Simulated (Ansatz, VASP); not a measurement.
## One calculation of PtSe2, two programs

```
Pt Se
1.0
     3.42608    0.00000    0.00000
    -1.71304    2.96707    0.00000
     0.00000    0.00000    5.26448
Pt Se
1 2
Direct
  0.00000 0.00000 0.00000
  0.33333 0.66667 0.25000
  0.66667 0.33333 0.75000
```

Change from the starting cell: strain -0.080 along x and y, +0.040 along z, atoms carried along.

Alike in both runs: task single point; functional PBE; k mesh 12 × 12 × 10; occupations gaussian, width 0.15 eV; no spin polarisation.

|  | VASP | Ansatz |
| --- | --- | --- |
| version | VASP 6.6.1 | Ansatz 0.2.0 |
| potentials or method | VASP PAW PBE potentials, release 64 (Pt, Se), cutoff 520 eV | scalar-relativistic, plane waves, PAW |
| valence electrons in the cell | 22 | 50 |

Ansatz gave:

| Item | Value |
| --- | --- |
| gap on the k mesh at the Fermi level (eV) | 0.09 |
| least direct gap on the mesh (eV) | 0.44 |
| pressure (GPa) | 38.0 |
| traceless stress, the component that is largest in VASP (GPa) | -10.54 |
| rms of the force components (eV/Å) | 1.197 |

**Question.** Estimate VASP's values.

**Answer.** gap on the k mesh at the Fermi level (eV): 0.08; least direct gap on the mesh (eV): 0.43; pressure (GPa): 38.2; traceless stress, the component that is largest in VASP (GPa): -10.58; rms of the force components (eV/Å): 1.209.

Atom by atom the forces differ by 0.011 eV/Å (rms over components). Both programs put the cell under a high pressure, so it lies far from rest at this level. VASP's potentials hold 22 valence electrons a cell and Ansatz's 50, so a difference there can come from the potentials and not from the codes.

Spin-orbit coupling is off throughout.
